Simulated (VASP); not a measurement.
A run of VASP 6.6.1 is set up as follows.

Contents of INCAR:

```
SYSTEM = SrCl2
PREC = Accurate
ENCUT = 520
EDIFF = 1E-7
ISMEAR = 0
SIGMA = 0.02
LREAL = .False.
LASPH = .True.
NELM = 80
ALGO = Normal
ISIF = 2
LWAVE = .False.
LCHARG = .True.
GGA = PE
LELF = .True.
LVHAR = .True.
NBANDS = 19
```

Contents of KPOINTS:

```
regular mesh
0
Gamma
  5 5 5
  0 0 0
```

File POSCAR:

```
SrCl2
1.0
   -0.0116278333      3.4883500000      3.4883500000
    3.4883500000     -0.0116278333      3.4883500000
    3.4767221667      3.4767221667      0.0000000000
Sr Cl
1 2
Direct
    0.0000000000      0.0000000000      0.0000000000
    0.2500000000      0.2500000000      0.2500000000
    0.7500000000      0.7500000000      0.7500000000
```

Potentials or basis: VASP PAW PBE potentials, release 64 (Sr_sv, Cl).

Command:

```console
$ cat potpaw_PBE.64/Sr_sv/POTCAR potpaw_PBE.64/Cl/POTCAR > POTCAR
$ mpirun -np 1 vasp_std > vasp.out
```

Q: Predict the largest force.

A: 0.017 eV/Å.

Q: Predict the band gap on the k mesh.

A: 5.41 eV, indirect (least direct gap 5.67 eV).

Forces on the atoms (eV/Å):
```
Sr   0.000  0.000  0.000
Cl   0.000  0.000  0.017
Cl   0.000  0.000 -0.017
```

A k mesh can miss the band edges. PBE gaps usually lie below the measured ones, often by a third to a half.
